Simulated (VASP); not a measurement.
# Si32Au (a cell with a defect) in VASP: single point with PBE

Aim: the single point of Si32Au (a cell with a defect) with PBE.

Everything below comes from runs of VASP 6.6.1. Logs are shortened: lines on timing, memory, paths and dates and some standing lists are left out, and cuts for length are marked.

## Step 1: The cell of the first run

The cell holds a defect, 33 atoms: a = 9.474 Å, b = 9.474 Å, c = 9.474 Å, α = 109.47°, β = 109.47°, γ = 109.47°.

## Step 2: Single point, PBE

INCAR

```
  ALGO = Normal
  EDIFF = 1E-7
  ENCUT = 520
  GGA = PE
  ISIF = 2
  ISMEAR = 0
  LASPH = T
  LCHARG = F
  LREAL = Auto
  LWAVE = F
  NBANDS = 92
  NELECT = 138.0
  NELM = 80
  PREC = Accurate
  SIGMA = 0.02
```

KPOINTS

```
Automatic mesh
0
Gamma
  2 2 2
  0.5 0.5 0.5
```

POSCAR

```
Si32Au
1.0
   -5.4700937642      5.4700937642     -5.4700937642
    5.4700937642     -5.4700937642     -5.4700937642
   -5.4700937642     -5.4700937642      5.4700937642
Si Au
32 1
Direct
    0.5013749523      0.0015873585      0.2520558256
    0.2520497014      0.0015849820      0.5013660859
    0.0001232154     -0.0005654382      0.7304904033
    0.7480401025      0.7495700580      0.2494019406
    0.7304394901     -0.0005879241      0.0001021006
    0.4980942955      0.7535084731      0.4980899080
    0.2493954508      0.7495655791      0.7480274884
    0.0000391218      0.5041675004      0.2498987328
    0.0000401273      0.7483308653      0.0000351914
    0.7506878633      0.5002314618      0.4987031516
    0.4987019634      0.5002237837      0.7506797282
    0.2695016875      0.2689091016      0.2694813953
    0.2499035773      0.5041725277      0.0000347343
    0.0000382078      0.2555112509      0.5019975193
    0.7501990234      0.2542971035      0.7501953672
    0.5020041920      0.2555256016      0.0000336374
    0.7494864214      0.2516888301      0.5003224109
    0.5003228679      0.2516816090      0.7494743558
    0.2557819044      0.2580169666      0.0000365624
    0.0000473484      0.0032010420      0.4864850795
    0.0000334546      0.2580108424      0.2557754145
    0.7443004957      0.0022576395      0.7443024152
    0.4864561952      0.0032078061      0.0000444234
    0.2492252526      0.7514188380      0.4997581610
    0.2561873819      0.0051186508      0.2561821717
    0.0000557577      0.7489423722      0.7438541596
    0.7438471213      0.7489369793      0.0000513702
    0.5135125870      0.5166320948      0.5135098448
    0.4997647422      0.7514169185      0.2492209565
    0.2506074044      0.5022331643      0.7508702185
    0.0000412242      0.4999159279      0.0000392132
    0.7508789935      0.5022356322      0.2506078614
   -0.0002114223      0.0259939786     -0.0001572185
```

Potentials or basis: VASP PAW PBE potentials, release 64 (Si, Au).

The run is started by

```console
> cat potpaw_PBE.64/Si/POTCAR potpaw_PBE.64/Au/POTCAR > POTCAR
> mpirun -np 1 vasp_std > vasp.out
```

OUTCAR:

```text
EDIFF = 1E-7
   ENCUT = 520
   GGA = PE
   ISIF = 2
   ISMEAR = 0
   LASPH = T
   LREAL = Auto
   NELECT = 138.0
   NELM = 80
   PREC = Accurate

 ion  position               nearest neighbor table
   1  0.501  0.002  0.252-  25 2.35  23 2.35  29 2.36  17 2.36
   2  0.252  0.002  0.501-  25 2.35  20 2.35  24 2.36  18 2.36
   3  0.000  0.999  0.730-  20 2.32  26 2.42  19 2.48  22 2.48  33 2.48
   4  0.748  0.750  0.249-  27 2.35  20 2.35  32 2.36  29 2.36
   5  0.730  0.999  0.000-  23 2.32  27 2.42  21 2.48  22 2.48  33 2.48
   6  0.498  0.754  0.498-  22 2.34  28 2.35  24 2.36  29 2.36
   7  0.249  0.750  0.748-  26 2.35  23 2.35  30 2.36  24 2.36
   8  0.000  0.504  0.250-  21 2.35  31 2.35  32 2.36  24 2.36
   9  0.000  0.748  0.000-  31 2.35  25 2.43  26 2.43  27 2.43  33 2.63
  10  0.751  0.500  0.499-  26 2.35  28 2.35  17 2.36  32 2.36
  11  0.499  0.500  0.751-  27 2.35  28 2.35  18 2.36  30 2.36
  12  0.270  0.269  0.269-  28 2.32  25 2.42  19 2.48  21 2.48  33 2.48
  13  0.250  0.504  0.000-  19 2.35  31 2.35  30 2.36  29 2.36
  14  0.000  0.256  0.502-  21 2.34  20 2.35  17 2.36  30 2.36
  15  0.750  0.254  0.750-  22 2.35  31 2.35  18 2.36  17 2.36
  16  0.502  0.256  0.000-  19 2.34  23 2.35  18 2.36  32 2.36
  17  0.749  0.252  0.500-  10 2.36  14 2.36  15 2.36   1 2.36
  18  0.500  0.252  0.749-  11 2.36  16 2.36  15 2.36   2 2.36
  19  0.256  0.258  0.000-  16 2.34  13 2.35  12 2.48   3 2.48  33 2.67
  20  0.000  0.003  0.486-   3 2.32  14 2.35   4 2.35   2 2.35
  21  0.000  0.258  0.256-  14 2.34   8 2.35  12 2.48   5 2.48  33 2.67
  22  0.744  0.002  0.744-   6 2.34  15 2.35   3 2.48   5 2.48  33 2.67
  23  0.486  0.003  0.000-   5 2.32  16 2.35   7 2.35   1 2.35
  24  0.249  0.751  0.500-   2 2.36   6 2.36   8 2.36   7 2.36
  25  0.256  0.005  0.256-   1 2.35   2 2.35  12 2.42   9 2.43  33 2.92
  26  0.000  0.749  0.744-   7 2.35  10 2.35   3 2.42   9 2.43  33 2.92
  27  0.744  0.749  0.000-   4 2.35  11 2.35   5 2.42   9 2.43  33 2.92
  28  0.514  0.517  0.514-  12 2.32   6 2.35  11 2.35  10 2.35
  29  0.500  0.751  0.249-   1 2.36   6 2.36  13 2.36   4 2.36
  30  0.251  0.502  0.751-   7 2.36  14 2.36  13 2.36  11 2.36
  31  0.000  0.500  0.000-   9 2.35  15 2.35   8 2.35  13 2.35
  32  0.751  0.502  0.251-   4 2.36  16 2.36   8 2.36  10 2.36
  33  1.000  0.026  1.000-   5 2.48   3 2.48  12 2.48   9 2.63  22 2.67  21 2.67  19 2.67  27 2.92
                            26 2.92  25 2.92

  LATTYP: Found a body centered cubic cell.
 ALAT       =    10.9401875284

  Lattice vectors:

 A1 = (  -5.4700937642,   5.4700937642,  -5.4700937642)
 A2 = (   5.4700937642,  -5.4700937642,  -5.4700937642)
 A3 = (  -5.4700937642,  -5.4700937642,   5.4700937642)

Analysis of symmetry for initial positions (statically):
=====================================================================
 Subroutine PRICEL returns:
 Original cell was already a primitive cell.

 Routine SETGRP: Setting up the symmetry group for a
 body centered cubic supercell.

 Subroutine GETGRP returns: Found  1 space group operations
 (whereof  1 operations were pure point group operations)
 out of a pool of 48 trial point group operations.

The static configuration has the point symmetry C_1 .

Analysis of symmetry for dynamics (positions and initial velocities):
=====================================================================
 Subroutine PRICEL returns:
 Original cell was already a primitive cell.

 Routine SETGRP: Setting up the symmetry group for a
 body centered cubic supercell.

 Subroutine GETGRP returns: Found  1 space group operations
 (whereof  1 operations were pure point group operations)
 out of a pool of 48 trial point group operations.

The dynamic configuration has the point symmetry C_1 .

 Subroutine INISYM returns: Found  1 space group operations
 (whereof  1 operations are pure point group operations),
 and found     1 'primitive' translations

----------------------------------------------------------------------------------------

                                     Primitive cell

  volume of cell :     654.7030

  direct lattice vectors                    reciprocal lattice vectors
    -5.470093764  5.470093764 -5.470093764    -0.091406111  0.000000000 -0.091406111
     5.470093764 -5.470093764 -5.470093764     0.000000000 -0.091406111 -0.091406111
    -5.470093764 -5.470093764  5.470093764    -0.091406111 -0.091406111  0.000000000

  length of vectors
     9.474480322  9.474480322  9.474480322     0.129267762  0.129267762  0.129267762

  position of ions in fractional coordinates (direct lattice)
     0.501374952  0.001587358  0.252055826
     0.252049701  0.001584982  0.501366086
     0.000123215  0.999434562  0.730490403
     0.748040102  0.749570058  0.249401941
     0.730439490  0.999412076  0.000102101
     0.498094296  0.753508473  0.498089908
[... 25 lines left out ...]
     0.750878994  0.502235632  0.250607861
     0.999788578  0.025993979  0.999842782

  ion indices of the primitive-cell ions
   primitive index   ion index
                 1           1
                 2           2
                 3           3
                 4           4
                 5           5
                 6           6
[... 25 lines left out ...]
                32          32
                33          33

----------------------------------------------------------------------------------------

 KPOINTS: Automatic mesh

Automatic generation of k-mesh.
 Grid dimensions read from file:
 generate k-points for:    2    2    2

 Generating k-lattice:

  Cartesian coordinates                     Fractional coordinates (reciprocal lattice)
    -0.045703056  0.000000000 -0.045703056     0.500000000  0.000000000  0.000000000
     0.000000000 -0.045703056 -0.045703056     0.000000000  0.500000000  0.000000000
    -0.045703056 -0.045703056  0.000000000     0.000000000  0.000000000  0.500000000

  Length of vectors
     0.064633881  0.064633881  0.064633881

  Shift w.r.t. Gamma in fractional coordinates (k-lattice)
     0.500000000  0.500000000  0.500000000

 Subroutine IBZKPT returns following result:
 ===========================================

 Found      4 irreducible k-points:

 Following reciprocal coordinates:
            Coordinates               Weight
  0.250000  0.250000  0.250000      2.000000
 -0.250000  0.250000  0.250000      2.000000
  0.250000 -0.250000  0.250000      2.000000
  0.250000  0.250000 -0.250000      2.000000
   k-points           NKPTS =      4   k-points in BZ     NKDIM =      4   number of bands    NBANDS=     92
   number of dos      NEDOS =    301   number of ions     NIONS =     33
   total plane-waves  NPLWV = 343000
   dimension x,y,z NGX =    70 NGY =   70 NGZ =   70
   dimension x,y,z NGXF=   140 NGYF=  140 NGZF=  140
   ions per type =              32   1
   NGX,Y,Z   is equivalent  to a cutoff of  12.28, 12.28, 12.28 a.u.
   NGXF,Y,Z  is equivalent  to a cutoff of  24.57, 24.57, 24.57 a.u.
 SYSTEM =  unknown system
   PREC   = accura    normal or accurate (medium, high low for compatibility)
   ISTART =      0    job   : 0-new  1-cont  2-samecut
   ICHARG =      2    charge: 1-file 2-atom 10-const
   ISPIN  =      1    spin polarized calculation?
   LNONCOLLINEAR =      F non collinear calculations
   LSORBIT =      F    spin-orbit coupling
   LASPH  =      T    aspherical Exc in radial PAW
   ENCUT  =  520.0 eV  38.22 Ry    6.18 a.u.  17.62 17.62 17.62*2*pi/ulx,y,z
   NELM   =     80;   NELMIN=  2; NELMDL= -5     # of ELM steps
   EDIFF  = 0.1E-06   stopping-criterion for ELM
   LREAL  =      T    real-space projection
   EDIFFG = 0.1E-05   stopping-criterion for IOM
   NSW    =      0    number of steps for IOM
   IBRION =     -1    ionic relax: 0-MD 1-quasi-New 2-CG
   NFREE  =      0    steps in history (QN), initial steepest desc. (CG)
   ISIF   =      2    stress and relaxation
   ISYM   =      2    0-nonsym 1-usesym 2-fastsym
   POTIM  = 0.5000    time-step for ionic-motion
   TEBEG  =    0.0;   TEEND  =   0.0 temperature during run
   PSTRESS=    0.0 pullay stress
   NELECT =     138.0000    total number of electrons
   NUPDOWN=      -1.0000    fix difference up-down
   EMIN   =  10.00;   EMAX   =-10.00  energy-range for DOS
   EFERMI =   0.00;   METHOD = LEGACY
   ISMEAR =     0;   SIGMA  =   0.02  broadening in eV -4-tet -1-fermi 0-gaus
   EFERMI_NEDOS =   21; number of points for ismear=-14 and -15
   IALGO  =     38    algorithm
   IMIX   =      4    mixing-type and parameters
     AMIX     =   0.40;   BMIX     =  1.00
     AMIX_MAG =   1.60;   BMIX_MAG =  1.00
  volume/ion in A,a.u.               =      19.84       133.88
  Fermi-wavevector in a.u.,A,eV,Ry     =   0.974286  1.841133 12.915100  0.949233
  Thomas-Fermi vector in A             =   2.104733
   LORBIT       =      0    0 simple, 1 ext, 2 COOP (PROOUT), +10 PAW based schemes
   GGA     = PE    functional components
   LHFCALC =     F    Hartree Fock is set to
   AEXX    =    0.0000 exact exchange contribution
   IVDW    =     0    specifies the selected vdW correction
   LEPSILON=     F    determine dielectric tensor
   LRPA    =     F    only Hartree local field effects (RPA)
 non-spin polarized calculation
 Gauss-broadening in eV      SIGMA  =   0.02
  energy-cutoff  :      520.00
  volume of cell :      654.70
 maximum number of plane-waves:     17628
 NGX is ok and might be reduce to    70
   NGX = 35   NGY = 35   NGZ = 35

 number of electron     138.0000004 magnetization

 Free energy of the ion-electron system (eV)
  ---------------------------------------------------
  ext. energy  EPLUGINS =         0.00000000
  ---------------------------------------------------
  free energy    TOTEN  =      -180.53357738 eV

  energy without entropy =     -180.53357738  energy(sigma->0) =     -180.53357738

 E-fermi :   5.5937     XC(G=0):  -9.4848

 val. band max:        5.4757505256   @ k =   0.2500   0.2500   0.2500
 cond. band min:       6.3934386029   @ k =   0.2500  -0.2500   0.2500
 fundamental gap:      0.9176880773
 Fermi energy:         5.5936795550

 k-point     1 :       0.2500    0.2500    0.2500
  band No.  band energies     occupation
      1      -5.5132      2.00000
      2      -5.1376      2.00000
      3      -5.1374      2.00000
      4      -5.1162      2.00000
      5      -3.5841      2.00000
      6      -3.4324      2.00000
[... 325 lines left out ...]
     80       8.1950      0.00000
     81       8.2865      0.00000
 [bands above 81 left out]

------------------------ aborting loop because EDIFF is reached ----------------------------------------

  FORCE on cell =-STRESS in cart. coord.  units (eV):
  Direction    XX          YY          ZZ          XY          YZ          ZX
  --------------------------------------------------------------------------------------
  -------------------------------------------------------------------------------------
  Total       -1.5379164     -1.5387008     -1.5394250      0.7145872     -0.7344149      0.7185393
  in kB       -3.7635613     -3.7654811     -3.7672532      1.7487251     -1.7972471      1.7583965
  external PRESSURE =      -3.7654319 kB  Pullay stress =       0.0000000 kB

 VOLUME and BASIS-vectors are now :
 -----------------------------------------------------------------------------
  energy-cutoff  :      520.00
  volume of cell :      654.70
      direct lattice vectors                 reciprocal lattice vectors
    -5.470093764  5.470093764 -5.470093764    -0.091406111  0.000000000 -0.091406111
     5.470093764 -5.470093764 -5.470093764     0.000000000 -0.091406111 -0.091406111
    -5.470093764 -5.470093764  5.470093764    -0.091406111 -0.091406111  0.000000000

 POSITION                                       TOTAL-FORCE (eV/Angst)
 -----------------------------------------------------------------------------------
     -4.11265      1.35512     -1.37248         0.001508     -0.005727     -0.008065
     -4.11258     -1.37245      1.35511         0.001256     -0.008099     -0.005740
      1.47048     -9.46218     -1.47182        -0.030290     -0.037372      0.032214
     -1.35588     -1.37262     -6.82782         0.007261     -0.007467     -0.001412
      1.47075     -1.47186     -9.46189        -0.029905      0.031329     -0.037407
     -1.32746     -4.12174     -4.12179         0.006479      0.017606      0.017275
[... 25 lines left out ...]
     -2.73095     -0.01075     -5.48381         0.007357     -0.006556      0.000219
    -10.79598     -0.14249     -0.14189         0.005748     -0.010925     -0.012139
 -----------------------------------------------------------------------------------
    total drift:                               -0.005179      0.004561      0.005505

  FREE ENERGIE OF THE ION-ELECTRON SYSTEM (eV)
  ---------------------------------------------------
  free  energy   TOTEN  =      -180.5335773843 eV

  energy  without entropy=     -180.5335773843  energy(sigma->0) =     -180.53357738
```

Wall time 15 min (1 thread of AMD EPYC 7R13, shared host); peak memory 0.72 GiB.

Results:

| Item | Value |
| --- | --- |
| Free energy | -180.5336 eV |
| Largest force | 0.070 eV/Å |

Forces in eV/Å, atoms in the order of the input:
```
Si   0.002 -0.006 -0.008
Si   0.001 -0.008 -0.006
Si  -0.030 -0.037  0.032
Si   0.007 -0.007 -0.001
Si  -0.030  0.031 -0.037
Si   0.006  0.018  0.017
Si   0.007 -0.002 -0.008
Si   0.001  0.001 -0.003
Si   0.030 -0.029 -0.029
Si   0.008  0.000 -0.007
Si   0.008 -0.007  0.000
Si   0.036  0.033  0.033
Si   0.002 -0.003  0.001
Si  -0.018 -0.005  0.017
Si  -0.001 -0.002 -0.002
Si  -0.018  0.017 -0.005
Si   0.006  0.000 -0.006
Si   0.006 -0.007  0.000
Si   0.010 -0.008  0.019
Si   0.001  0.013 -0.001
Si   0.010  0.019 -0.008
Si  -0.018 -0.009 -0.009
Si   0.000  0.000  0.013
Si  -0.001 -0.006 -0.007
Si   0.025  0.009  0.009
Si  -0.009 -0.025  0.009
Si  -0.009  0.009 -0.025
Si  -0.012 -0.002 -0.002
Si  -0.001 -0.007 -0.006
Si   0.007  0.000 -0.007
Si  -0.042  0.040  0.040
Si   0.007 -0.007  0.000
Au   0.006 -0.011 -0.012
```

Caveat: the cell carries a net charge on a neutralising background, which shifts energy and pressure; the cell is charged against a uniform background, so pressure and absolute levels hang on convention; spin-orbit coupling is left out, which moves the levels of the heavy elements.
